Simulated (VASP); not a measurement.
# Y2W (Pnnm) in VASP: further runs

The runs below take Y2W through single point, with PBE.

All numbers are computed with VASP 6.6.1; they aren't measurements. Logs are shortened: lines on timing, memory, paths and dates and some standing lists are left out, and cuts for length are marked.

## (1) The cell of the first run

It takes space group Pnnm (No. 58, orthorhombic). The conventional cell has a = 5.952 Å, b = 6.133 Å, c = 4.006 Å, α = 90.00°, β = 90.00°, γ = 90.00°. Y (site symmetry m) has 3 W at 2.58 to 2.64 Å and 1 Y at 3.43 Å within 3.5 Å. W (site symmetry 2/m) has 6 Y at 2.58 to 2.64 Å within 3.4 Å.

## (2) Single point, PBE

File INCAR:

```
SYSTEM = Y2W
ALGO     = Fast           ! electronic algorithm
EDIFF    = 1E-6           ! SCF threshold, eV
ENCUT    = 520            ! plane-wave cutoff, eV
GGA      = PE             ! functional
ISIF     = 2              ! what is computed and relaxed
ISMEAR   = 0              ! smearing method
LASPH    = .TRUE.         ! aspherical terms in the spheres
LCHARG   = .FALSE.        ! write CHGCAR
LREAL    = .FALSE.        ! projectors in reciprocal space
LWAVE    = .FALSE.        ! write WAVECAR
NBANDS   = 45             ! bands
NELM     = 100            ! most SCF steps
PREC     = Accurate       ! precision mode
SIGMA    = 0.1            ! smearing width, eV
```

File KPOINTS:

```
k-points
0
G
  4 4 4
  0 0 0
```

File POSCAR:

```
Y2W
1.0
    5.9522050606      0.0000000000      0.0000000000
    0.0000000000      6.1334420737      0.0000000000
    0.0000000000      0.0000000000      4.0062918677
Y W
4 2
Direct
    0.2250000000      0.8250000000      0.5000000000
    0.7250000000      0.6750000000      0.0000000000
    0.7750000000      0.1750000000      0.5000000000
    0.2750000000      0.3250000000      0.0000000000
    0.5000000000      0.5000000000      0.5000000000
    0.0000000000      0.0000000000      0.0000000000
```

Potentials or basis: VASP PAW PBE potentials, release 64 (Y_sv, W_sv).

Started as:

```
$ cat potpaw_PBE.64/Y_sv/POTCAR potpaw_PBE.64/W_sv/POTCAR > POTCAR
$ mpirun -np 1 vasp_std > vasp.out
```

OUTCAR:

```text
SYSTEM = Y2W
   EDIFF = 1E-6
   ENCUT = 520
   GGA = PE
   ISIF = 2
   ISMEAR = 0
   LASPH = .TRUE.
   LREAL = .FALSE.
   NELM = 100
   PREC = Accurate

 ion  position               nearest neighbor table
   1  0.225  0.825  0.500-   5 2.58   6 2.64   6 2.64   3 3.43   4 3.68   4 3.68   4 3.68   4 3.68
                             2 3.70   2 3.70   2 3.70   2 3.70   3 3.91
   2  0.725  0.675  0.000-   6 2.58   5 2.64   5 2.64   4 3.43   3 3.68   3 3.68   3 3.68   3 3.68
                             1 3.70   1 3.70   1 3.70   1 3.70   4 3.91
   3  0.775  0.175  0.500-   5 2.58   6 2.64   6 2.64   1 3.43   2 3.68   2 3.68   2 3.68   2 3.68
                             4 3.70   4 3.70   4 3.70   4 3.70   1 3.91
   4  0.275  0.325  0.000-   6 2.58   5 2.64   5 2.64   2 3.43   1 3.68   1 3.68   1 3.68   1 3.68
                             3 3.70   3 3.70   3 3.70   3 3.70   2 3.91
   5  0.500  0.500  0.500-   1 2.58   3 2.58   2 2.64   4 2.64   2 2.64   4 2.64
   6  0.000  0.000  0.000-   2 2.58   4 2.58   3 2.64   1 2.64   1 2.64   3 2.64

  LATTYP: Found a simple orthorhombic cell.
 ALAT       =     4.0062918677
 B/A-ratio  =     1.4857142857
 C/A-ratio  =     1.5309523810

  Lattice vectors:

 A1 = (   0.0000000000,   0.0000000000,   4.0062918677)
 A2 = (   5.9522050606,   0.0000000000,   0.0000000000)
 A3 = (   0.0000000000,   6.1334420737,   0.0000000000)

Analysis of symmetry for initial positions (statically):
=====================================================================
 Subroutine PRICEL returns:
 Original cell was already a primitive cell.

 Routine SETGRP: Setting up the symmetry group for a
 simple orthorhombic supercell.

 Subroutine GETGRP returns: Found  8 space group operations
 (whereof  4 operations were pure point group operations)
 out of a pool of  8 trial point group operations.

The static configuration has the point symmetry C_2h.
 The point group associated with its full space group is D_2h.

Analysis of symmetry for dynamics (positions and initial velocities):
=====================================================================
 Subroutine PRICEL returns:
 Original cell was already a primitive cell.

 Routine SETGRP: Setting up the symmetry group for a
 simple orthorhombic supercell.

 Subroutine GETGRP returns: Found  8 space group operations
 (whereof  4 operations were pure point group operations)
 out of a pool of  8 trial point group operations.

The dynamic configuration has the point symmetry C_2h.
 The point group associated with its full space group is D_2h.

 Subroutine INISYM returns: Found  8 space group operations
 (whereof  4 operations are pure point group operations),
 and found     1 'primitive' translations

----------------------------------------------------------------------------------------

                                     Primitive cell

  volume of cell :     146.2597

  direct lattice vectors                    reciprocal lattice vectors
     5.952205061  0.000000000  0.000000000     0.168004965  0.000000000  0.000000000
     0.000000000  6.133442074  0.000000000     0.000000000  0.163040588  0.000000000
     0.000000000  0.000000000  4.006291868     0.000000000  0.000000000  0.249607376

  length of vectors
     5.952205061  6.133442074  4.006291868     0.168004965  0.163040588  0.249607376

  position of ions in fractional coordinates (direct lattice)
     0.225000000  0.825000000  0.500000000
     0.725000000  0.675000000  0.000000000
     0.775000000  0.175000000  0.500000000
     0.275000000  0.325000000  0.000000000
     0.500000000  0.500000000  0.500000000
     0.000000000  0.000000000  0.000000000

  ion indices of the primitive-cell ions
   primitive index   ion index
                 1           1
                 2           2
                 3           3
                 4           4
                 5           5
                 6           6

----------------------------------------------------------------------------------------

 KPOINTS: k-points

Automatic generation of k-mesh.
 Grid dimensions read from file:
 generate k-points for:    4    4    4

 Generating k-lattice:

  Cartesian coordinates                     Fractional coordinates (reciprocal lattice)
     0.042001241  0.000000000  0.000000000     0.250000000  0.000000000  0.000000000
     0.000000000  0.040760147  0.000000000     0.000000000  0.250000000  0.000000000
     0.000000000  0.000000000  0.062401844     0.000000000  0.000000000  0.250000000

  Length of vectors
     0.042001241  0.040760147  0.062401844

  Shift w.r.t. Gamma in fractional coordinates (k-lattice)
     0.000000000  0.000000000  0.000000000

 Subroutine IBZKPT returns following result:
 ===========================================

 Found     27 irreducible k-points:

 Following reciprocal coordinates:
            Coordinates               Weight
  0.000000  0.000000  0.000000      1.000000
  0.250000  0.000000  0.000000      2.000000
  0.500000  0.000000  0.000000      1.000000
  0.000000  0.250000  0.000000      2.000000
  0.250000  0.250000  0.000000      4.000000
  0.500000  0.250000  0.000000      2.000000
[... 16 lines left out ...]
  0.250000  0.250000  0.500000      4.000000
  0.500000  0.250000  0.500000      2.000000
 [... further k-points ...]
   k-points           NKPTS =     27   k-points in BZ     NKDIM =     27   number of bands    NBANDS=     45
   number of dos      NEDOS =    301   number of ions     NIONS =      6
   total plane-waves  NPLWV =  69120
   dimension x,y,z NGX =    48 NGY =   48 NGZ =   30
   dimension x,y,z NGXF=    96 NGYF=   96 NGZF=   60
   ions per type =               4   2
   NGX,Y,Z   is equivalent  to a cutoff of  13.41, 13.01, 12.45 a.u.
   NGXF,Y,Z  is equivalent  to a cutoff of  26.81, 26.02, 24.90 a.u.
 SYSTEM =  Y2W
   PREC   = accura    normal or accurate (medium, high low for compatibility)
   ISTART =      0    job   : 0-new  1-cont  2-samecut
   ICHARG =      2    charge: 1-file 2-atom 10-const
   ISPIN  =      1    spin polarized calculation?
   LNONCOLLINEAR =      F non collinear calculations
   LSORBIT =      F    spin-orbit coupling
   LASPH  =      T    aspherical Exc in radial PAW
   ENCUT  =  520.0 eV  38.22 Ry    6.18 a.u.  11.07 11.40  7.45*2*pi/ulx,y,z
   NELM   =    100;   NELMIN=  2; NELMDL= -5     # of ELM steps
   EDIFF  = 0.1E-05   stopping-criterion for ELM
   LREAL  =      F    real-space projection
   EDIFFG = 0.1E-04   stopping-criterion for IOM
   NSW    =      0    number of steps for IOM
   IBRION =     -1    ionic relax: 0-MD 1-quasi-New 2-CG
   NFREE  =      0    steps in history (QN), initial steepest desc. (CG)
   ISIF   =      2    stress and relaxation
   ISYM   =      2    0-nonsym 1-usesym 2-fastsym
   POTIM  = 0.5000    time-step for ionic-motion
   TEBEG  =    0.0;   TEEND  =   0.0 temperature during run
   PSTRESS=    0.0 pullay stress
   NELECT =      72.0000    total number of electrons
   NUPDOWN=      -1.0000    fix difference up-down
   EMIN   =  10.00;   EMAX   =-10.00  energy-range for DOS
   EFERMI =   0.00;   METHOD = LEGACY
   ISMEAR =     0;   SIGMA  =   0.10  broadening in eV -4-tet -1-fermi 0-gaus
   EFERMI_NEDOS =   21; number of points for ismear=-14 and -15
   IALGO  =     68    algorithm
   IMIX   =      4    mixing-type and parameters
     AMIX     =   0.40;   BMIX     =  1.00
     AMIX_MAG =   1.60;   BMIX_MAG =  1.00
  volume/ion in A,a.u.               =      24.38       164.50
  Fermi-wavevector in a.u.,A,eV,Ry     =   1.292639  2.442734 22.734204  1.670917
  Thomas-Fermi vector in A             =   2.424335
   LORBIT       =      0    0 simple, 1 ext, 2 COOP (PROOUT), +10 PAW based schemes
   GGA     = PE    functional components
   LHFCALC =     F    Hartree Fock is set to
   AEXX    =    0.0000 exact exchange contribution
   IVDW    =     0    specifies the selected vdW correction
   LEPSILON=     F    determine dielectric tensor
   LRPA    =     F    only Hartree local field effects (RPA)
 non-spin polarized calculation
 RMM-DIIS sequential band-by-band and
 Gauss-broadening in eV      SIGMA  =   0.10
  energy-cutoff  :      520.00
  volume of cell :      146.26
 maximum number of plane-waves:      3976
 NGX is ok and might be reduce to    48
   NGX = 23   NGY = 23   NGZ = 15

 number of electron      72.0000000 magnetization

 Free energy of the ion-electron system (eV)
  ---------------------------------------------------
  ext. energy  EPLUGINS =         0.00000000
  ---------------------------------------------------
  free energy    TOTEN  =       -43.17038643 eV

  energy without entropy =      -43.11795942  energy(sigma->0) =      -43.14417292

 E-fermi :   4.6857     XC(G=0): -10.5703

 val. band max:        4.6775611082   @ k =   0.2500   0.0000   0.2500
 cond. band min:       4.6904509690   @ k =   0.0000   0.5000   0.5000
 fundamental gap:      0.0128898608
 Fermi energy:         4.6857297615

 k-point     1 :       0.0000    0.0000    0.0000
  band No.  band energies     occupation
      1     -67.9000      2.00000
      2     -67.8995      2.00000
      3     -36.8857      2.00000
      4     -36.8835      2.00000
      5     -36.8793      2.00000
      6     -36.8275      2.00000
[... 37 lines left out ...]
     44       7.6483      0.00000
     45       7.8807      0.00000

 k-point     2 :       0.2500    0.0000    0.0000
  band No.  band energies     occupation
      1     -67.8999      2.00000
      2     -67.8996      2.00000
      3     -36.8868      2.00000
      4     -36.8843      2.00000
      5     -36.8704      2.00000
      6     -36.8347      2.00000
[... 37 lines left out ...]
     44       7.2760      0.00000
     45       8.4260      0.00000

 k-point     3 :       0.5000    0.0000    0.0000
  band No.  band energies     occupation
      1     -67.8998      2.00000
      2     -67.8998      2.00000
      3     -36.8860      2.00000
      4     -36.8860      2.00000
      5     -36.8522      2.00000
      6     -36.8522      2.00000
[... 997 lines left out ...]
     44       7.4442      0.00000
     45       8.3399      0.00000

 k-point    24 :       0.5000    0.2500    0.5000
  band No.  band energies     occupation
      1     -67.8992      2.00000
      2     -67.8992      2.00000
      3     -36.8991      2.00000
      4     -36.8991      2.00000
      5     -36.8423      2.00000
      6     -36.8423      2.00000
[... 37 lines left out ...]
     44       7.5881      0.00000
     45       8.0448      0.00000

 [... further k-points ...]

------------------------ aborting loop because EDIFF is reached ----------------------------------------

  FORCE on cell =-STRESS in cart. coord.  units (eV):
  Direction    XX          YY          ZZ          XY          YZ          ZX
  --------------------------------------------------------------------------------------
  -------------------------------------------------------------------------------------
  Total       17.6892214     16.0842138     20.2620937      0.0000000      0.0000000      0.0000000
  in kB      193.7735797    176.1917955    221.9576736      0.0000000      0.0000000      0.0000000
  external PRESSURE =     197.3076830 kB  Pullay stress =       0.0000000 kB

 VOLUME and BASIS-vectors are now :
 -----------------------------------------------------------------------------
  energy-cutoff  :      520.00
  volume of cell :      146.26
      direct lattice vectors                 reciprocal lattice vectors
     5.952205061  0.000000000  0.000000000     0.168004965  0.000000000  0.000000000
     0.000000000  6.133442074  0.000000000     0.000000000  0.163040588  0.000000000
     0.000000000  0.000000000  4.006291868     0.000000000  0.000000000  0.249607376

 POSITION                                       TOTAL-FORCE (eV/Angst)
 -----------------------------------------------------------------------------------
      1.33925      5.06009      2.00315         0.597730     -0.182847     -0.000000
      4.31535      4.14007      0.00000         0.597730      0.182847     -0.000000
      4.61296      1.07335      2.00315        -0.597730      0.182847      0.000000
      1.63686      1.99337      0.00000        -0.597730     -0.182847      0.000000
      2.97610      3.06672      2.00315         0.000000     -0.000000      0.000000
      0.00000      0.00000      0.00000         0.000000     -0.000000      0.000000
 -----------------------------------------------------------------------------------
    total drift:                               -0.000000      0.000000     -0.000000

  FREE ENERGIE OF THE ION-ELECTRON SYSTEM (eV)
  ---------------------------------------------------
  free  energy   TOTEN  =       -43.1703864317 eV

  energy  without entropy=      -43.1179594162  energy(sigma->0) =      -43.14417292
```

Wall time 9.7 min (1 thread of Intel Xeon 8259CL, shared host); peak memory 0.35 GiB.

Results:

```
Free energy            : -43.1704 eV
Pressure               : 19.7 GPa
Largest force          : 0.625 eV/Å
Band gap on the k mesh : zero (bands 36 and 37 overlap by 0.62 eV)
```

Forces on the atoms (eV/Å):
```
Y    0.598 -0.183  0.000
Y    0.598  0.183  0.000
Y   -0.598  0.183  0.000
Y   -0.598 -0.183  0.000
W    0.000  0.000  0.000
W    0.000  0.000  0.000
```

Caveat: the k points lie up to 0.39 Å⁻¹ apart, too coarse for converged energies and pressures of a metal; spin-orbit coupling is left out, which moves the levels of the heavy elements.

## (3) Single point, PBE

This run uses another cell than the first one, of 27.78 Å³/atom.

File INCAR:

```
SYSTEM = Y2W
PREC = Accurate
ENCUT = 520
EDIFF = 1E-7
ISMEAR = 0
SIGMA = 0.1
LREAL = .FALSE.
LASPH = .TRUE.
NELM = 80
ALGO = Fast
ISIF = 2
LWAVE = .FALSE.
LCHARG = .FALSE.
GGA = PE
NBANDS = 45
```

File KPOINTS:

```
Automatic mesh
0
G
  4 4 4
  0 0 0
```

File POSCAR:

```
Y2W
1.0
    7.2084040595      0.0000000000      0.0000000000
    0.0000000000      7.3082974629      0.0000000000
    0.0000000000      0.0000000000      3.1635767819
Y W
4 2
Direct
    0.2958067427      0.8288115416      0.5000000000
    0.7958067427      0.6711884584      0.0000000000
    0.7041932573      0.1711884584      0.5000000000
    0.2041932573      0.3288115416      0.0000000000
    0.5000000000      0.5000000000      0.5000000000
    0.0000000000      0.0000000000      0.0000000000
```

Potentials or basis: VASP PAW PBE potentials, release 64 (Y_sv, W_sv).

Started as:

```
$ cat potpaw_PBE.64/Y_sv/POTCAR potpaw_PBE.64/W_sv/POTCAR > POTCAR
$ mpirun -np 1 vasp_std > vasp.out
```

Wall time 11 min (1 thread of Intel Xeon 8259CL, shared host); peak memory 0.37 GiB.

The run converged. Its results:

* Free energy: -47.1296 eV
* Pressure: 0.0 GPa
* Band gap on the k mesh: zero (bands 36 and 37 overlap by 0.65 eV)

Stress tensor (GPa, compression positive):
```
 0.10  0.00  0.00
 0.00  0.03  0.00
 0.00  0.00 -0.02
```

Levels at points of the mesh, in eV from the Fermi level:
| k point | band 32 | band 33 | band 34 | band 35 | band 36 | band 37 | band 38 | band 39 | band 40 | band 41 |
| --- | --- | --- | --- | --- | --- | --- | --- | --- | --- | --- |
| (0.00, 0.00, 0.00) | -1.63 | -0.86 | -0.40 | -0.05 | 0.40 | 0.49 | 0.60 | 0.63 | 0.66 | 0.91 |
| (0.50, 0.00, 0.00) | -1.61 | -0.73 | -0.73 | 0.15 | 0.15 | 0.49 | 0.49 | 0.79 | 0.79 | 1.35 |
| (0.00, 0.50, 0.00) | -1.32 | -0.78 | -0.78 | -0.29 | -0.29 | 0.77 | 0.77 | 0.93 | 0.93 | 1.39 |
| (0.50, 0.50, 0.00) | -1.61 | -0.69 | -0.69 | 0.29 | 0.29 | 0.67 | 0.67 | 0.85 | 0.85 | 1.59 |
| (0.00, 0.00, 0.50) | -1.45 | -1.10 | -1.10 | 0.35 | 0.35 | 0.37 | 0.37 | 1.33 | 1.33 | 1.38 |
| (0.50, 0.00, 0.50) | -0.70 | -0.70 | -0.70 | -0.32 | -0.32 | 0.17 | 0.17 | 0.92 | 0.92 | 1.59 |
| (0.00, 0.50, 0.50) | -1.06 | -1.04 | -1.04 | -0.01 | -0.01 | 0.34 | 0.34 | 1.56 | 1.56 | 1.56 |
| (0.50, 0.50, 0.50) | -1.14 | -0.63 | -0.63 | -0.27 | -0.27 | 0.46 | 0.46 | 1.20 | 1.20 | 2.44 |

Caveat: the k points lie up to 0.50 Å⁻¹ apart, too coarse for converged energies and pressures of a metal; spin-orbit coupling is left out, which moves the levels of the heavy elements.

## (4) Single point, PBE

This run uses another cell than the first one, of 28.03 Å³/atom.

File INCAR:

```
  PREC = Accurate
  ENCUT = 520
  EDIFF = 1E-6
  ISMEAR = 0
  SIGMA = 0.1
  LREAL = F
  LASPH = T
  NELM = 100
  ALGO = Fast
  ISIF = 2
  LWAVE = F
  LCHARG = F
  GGA = PE
  NBANDS = 45
```

File KPOINTS:

```
regular mesh
0
Gamma
  4 4 6
```

File POSCAR:

```
Y2W
1.0
    7.2042276962      0.0000000000      0.0000000000
    0.0000000000      7.3254682706      0.0000000000
    0.0000000000      0.0000000000      3.1872131458
Y W
4 2
Direct
    0.2953020491      0.8277272073      0.5000000000
    0.7953020491      0.6722727927      0.0000000000
    0.7046979509      0.1722727927      0.5000000000
    0.2046979509      0.3277272073      0.0000000000
    0.5000000000      0.5000000000      0.5000000000
    0.0000000000      0.0000000000      0.0000000000
```

Started as:

```
$ cat potpaw_PBE.64/Y_sv/POTCAR potpaw_PBE.64/W_sv/POTCAR > POTCAR
$ mpirun -np 1 vasp_std > vasp.out
```

It took 11 min on 1 thread of Intel Xeon 8259CL, shared host; peak memory 0.41 GiB.

Results (log left out):

```yaml
Free_energy: -46.9446 eV
Pressure: -0.1 GPa
Band_gap_on_the_k_mesh: zero (bands 36 and 37 overlap by 0.51 eV)
```

Forces in eV/Å, atoms in the order of the input:
```
Y   -0.002  0.002  0.000
Y   -0.002 -0.002  0.000
Y    0.002 -0.002  0.000
Y    0.002  0.002  0.000
W    0.000  0.000  0.000
W    0.000  0.000  0.000
```

Levels at points of the mesh, in eV from the Fermi level:
```tsv
k point	band 34	band 35	band 36	band 37	band 38	band 39
(0.00, 0.00, 0.00)	-0.42	-0.09	0.41	0.45	0.50	0.52
(0.50, 0.00, 0.00)	-0.74	0.12	0.12	0.48	0.48	0.63
(0.00, 0.50, 0.00)	-0.81	-0.31	-0.31	0.61	0.61	0.93
(0.50, 0.50, 0.00)	-0.71	0.29	0.29	0.52	0.52	0.83
(0.00, 0.00, 0.50)	-1.13	0.29	0.29	0.34	0.34	1.31
(0.50, 0.00, 0.50)	-0.74	-0.34	-0.34	0.12	0.12	0.85
(0.00, 0.50, 0.50)	-1.09	-0.05	-0.05	0.31	0.31	1.48
(0.50, 0.50, 0.50)	-0.67	-0.31	-0.31	0.38	0.38	1.14
```

Caveat: spin-orbit coupling is left out, which moves the levels of the heavy elements.

## (5) The runs side by side

| cell | k mesh | further INCAR settings | gap on the mesh (eV) | pressure (GPa) |
| --- | --- | --- | --- | --- |
| a = 5.952, b = 6.133, c = 4.006 Å, 6 atoms, atomic positions A | 4 × 4 × 4 | ALGO = Fast; EDIFF = 1e-06; NBANDS = 45 | none | 19.7 |
| a = 7.208, b = 7.308, c = 3.164 Å, 6 atoms, atomic positions B | 4 × 4 × 4 | ALGO = Fast; EDIFF = 1e-07; NBANDS = 45 | none | 0.0 |
| a = 7.204, b = 7.325, c = 3.187 Å, 6 atoms, atomic positions C | 4 × 4 × 6 | ALGO = Fast; EDIFF = 1e-06; NBANDS = 45 | none | -0.1 |

Alike in all rows: task single point; level PBE; potentials or basis VASP PAW PBE potentials, release 64 (Y_sv, W_sv); no spin polarisation; cutoff (eV) 520; smearing gaussian 0.1 eV.

Caveats: some runs use coarse meshes; spin-orbit coupling is left out, which moves the levels of the heavy elements.

Absolute energies hang on the potentials; compare differences alone.
